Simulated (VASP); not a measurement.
## H: single point with PBE

The system is H.

```
H
1.0
     6.60385    0.00000    0.00000
     0.00000    6.60385    0.00000
     0.00000    0.00000    6.60385
H
24
Direct
  0.87388 0.75189 0.94248
  0.91892 0.78790 0.84012
  0.36196 0.73811 0.00979
  0.31515 0.79061 0.10030
  0.03655 0.47519 0.67341
  0.06654 0.49394 0.77965
  0.89053 0.05804 0.89885
  0.88742 0.17169 0.85094
  0.33867 0.21008 0.13680
  0.40278 0.22151 0.03884
  0.64679 0.49641 0.90294
  0.68887 0.40051 0.91917
  0.44382 0.61944 0.64349
  0.54971 0.65506 0.66602
  0.05691 0.41924 0.26401
  0.94250 0.40875 0.25332
  0.50643 0.03365 0.59841
  0.43879 0.06689 0.68833
  0.73819 0.95594 0.30967
  0.79932 0.86610 0.28290
  0.05628 0.03654 0.62420
  0.00924 0.06858 0.52392
  0.59804 0.36108 0.39053
  0.52609 0.44071 0.34330
```

| Quantity | Value |
| --- | --- |
| Program | VASP 6.6.1 |
| Task | single point |
| Functional | PBE |
| Potentials or basis | VASP PAW PBE potentials, release 64 (H) |
| Cutoff | 520 eV |
| k mesh | 1 × 1 × 1 |
| Occupations | fermi-dirac, width 0.002 eV |
| Spin | no spin polarisation |

```yaml
Pressure: 0.3 GPa
Largest_force: 2.114 eV/Å
Band_gap_on_the_k_mesh: 8.13 eV
```

Forces in eV/Å, atoms in the order of the input:
```
H    0.300  0.203 -0.727
H   -0.335 -0.317  0.760
H   -0.128  0.122  0.239
H    0.116 -0.146 -0.218
H   -0.033 -0.127 -0.312
H    0.108  0.010  0.268
H   -0.149  1.869 -0.558
H    0.003 -1.570  0.878
H    0.452  0.061 -0.811
H   -0.548 -0.106  0.754
H   -0.764  1.811 -0.239
H    0.859 -1.893  0.385
H    0.148  0.123  0.023
H   -0.253  0.012 -0.087
H   -0.453 -0.041 -0.061
H    0.460  0.052  0.022
H   -0.504  0.269  0.684
H    0.525 -0.225 -0.674
H   -0.220  0.282  0.050
H    0.183 -0.282 -0.079
H   -0.127  0.122 -0.577
H    0.301 -0.203  0.277
H   -0.545  0.588 -0.339
H    0.604 -0.613  0.340
```

Stress tensor (GPa, compression positive):
```
 0.12 -0.31  0.26
-0.31  0.91  0.64
 0.26  0.64  0.01
```

Levels at points of the mesh, in eV from the valence-band top:
| k point | band 9 | band 10 | band 11 | band 12 | band 13 | band 14 | band 15 | band 16 |
| --- | --- | --- | --- | --- | --- | --- | --- | --- |
| (0.00, 0.00, 0.00) | -0.92 | -0.80 | -0.43 | 0.00 | 8.13 | 8.59 | 9.07 | 9.24 |

Wall time 22 s on 1 thread of AMD EPYC 7R43 64-Core Processor (Zen 3) (shared host), peak memory 0.28 GiB.

Caveat: the k points lie up to 0.95 Å⁻¹ apart.
